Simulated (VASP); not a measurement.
## MgO: single point with r2SCAN

Crystal: MgO.

```
Mg O
1.0
     0.00000    2.10850    2.10850
     2.10850    0.00000    2.10850
     2.10850    2.10850    0.00000
Mg O
1 1
Direct
  0.00000 0.00000 0.00000
  0.50000 0.50000 0.50000
```

```json
{
 "Program": "VASP 6.6.1",
 "Task": "single point",
 "Functional": "r2SCAN",
 "Potentials or basis": "VASP PAW PBE potentials, release 64 (Mg, O)",
 "Cutoff": "660 eV",
 "k mesh": "8 × 8 × 8",
 "Occupations": "gaussian, width 0.01 eV",
 "Spin": "no spin polarisation",
 "Dipole correction": "no",
 "Further INCAR settings": "ALGO = Normal; EDIFF = 1e-06; NBANDS = 11"
}
```

The pressure is -2.9 GPa and the band gap on the k mesh is 5.57 eV.

Levels at points of the mesh, in eV from the valence-band top:
| k point | band 2 | band 3 | band 4 | band 5 | band 6 | band 7 |
| --- | --- | --- | --- | --- | --- | --- |
| (0.00, 0.00, 0.00) | 0.00 | 0.00 | 0.00 | 5.57 | 16.82 | 16.82 |
| (0.50, 0.00, 0.00) | -4.59 | -0.67 | -0.67 | 8.78 | 13.77 | 17.39 |
| (0.50, 0.50, 0.00) | -4.08 | -1.37 | -1.37 | 10.03 | 11.03 | 14.25 |

Wall time 72 s on 1 thread of AMD EPYC 7R43 64-Core Processor (Zen 3), on a shared host, peak memory 0.13 GiB.

Caveat: the PAW data sets were made with another functional, which shifts forces and pressure a little. r2SCAN opens gaps a little over a GGA but as a rule still falls short of measured ones.
